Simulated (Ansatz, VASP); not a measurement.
ZrB2: VASP beside Ansatz

Contents of INCAR:

```
SYSTEM = ZrB2
ALGO = Normal
EDIFF = 1E-6
EDIFFG = -0.04
ENCUT = 600
GGA = PE
IBRION = 2
ISIF = 3
ISMEAR = 0
LASPH = .True.
LCHARG = .False.
LREAL = .False.
LWAVE = .False.
NELM = 80
NSW = 90
PREC = Accurate
SIGMA = 0.1
```

The input KPOINTS:

```
k-points
0
Gamma
  6 6 6
  0 0 0
```

POSCAR

```
ZrB2
1.0
   -2.6536669143      2.6536669143      2.2089154102
    2.6536669143     -2.6536669143      2.2089154102
    2.6536669143      2.6536669143     -2.2089154102
Zr B
2 4
Direct
    0.2500000000      0.2500000000      0.0000000000
    0.7500000000      0.7500000000      0.0000000000
    0.6670000000      0.1670000000      0.8340000000
    0.1670000000      0.3330000000      0.5000000000
    0.3330000000      0.8330000000      0.1660000000
    0.8330000000      0.6670000000      0.5000000000
```

Input for Ansatz:

```yaml
crystal:
  lattice:
    - [-2.6536669143, 2.6536669143, 2.2089154102]
    - [2.6536669143, -2.6536669143, 2.2089154102]
    - [2.6536669143, 2.6536669143, -2.2089154102]
  atoms:
    - { symbol: Zr, position: [0.25, 0.25, 0.0] }
    - { symbol: Zr, position: [0.75, 0.75, 0.0] }
    - { symbol: B, position: [0.667, 0.167, 0.834] }
    - { symbol: B, position: [0.167, 0.333, 0.5] }
    - { symbol: B, position: [0.333, 0.833, 0.166] }
    - { symbol: B, position: [0.833, 0.667, 0.5] }
basis:
  ecutwfc: 420
kpoints:
  mp_grid: { grid: [6, 6, 6] }
hamiltonian:
  xc: pbe
scf:
  occupations: { method: gaussian, width: 0.1 }
  lower_state_search: "off"
output:
  forces: true
  stress: true
  eigenvalues: true
relax:
  adjacent_minimum: "off"
  f_tol: 0.04
  max_steps: 70
  cell: { stress_tol: 0.4 }
```

Alike in both runs: task relaxation of cell and atoms; functional PBE; k mesh 6 × 6 × 6; occupations gaussian, width 0.1 eV; no spin polarisation.

|  | VASP | Ansatz |
| --- | --- | --- |
| version | VASP 6.6.1 | Ansatz 0.2.0 |
| potentials or method | VASP PAW PBE potentials, release 64 (Zr_sv, B), cutoff 600 eV | scalar-relativistic, plane waves, PAW |
| valence electrons in the cell | 36 | 36 |

```csv
,VASP,Ansatz,Ansatz less VASP
"gap on the k mesh at the Fermi level, each at its own relaxed structure (eV)",none,none,-
relaxed volume (Å³/atom),12.35,12.34,-0.012
relaxed length of the cell vector where the two differ most in proportion (Å),4.874,4.890,+0.0162
```

A gap of «none» marks a metal or a gap that the smearing closes.

Noted on VASP's run: the volume moved by over 15 % at a fixed basis, so the end points are rough.
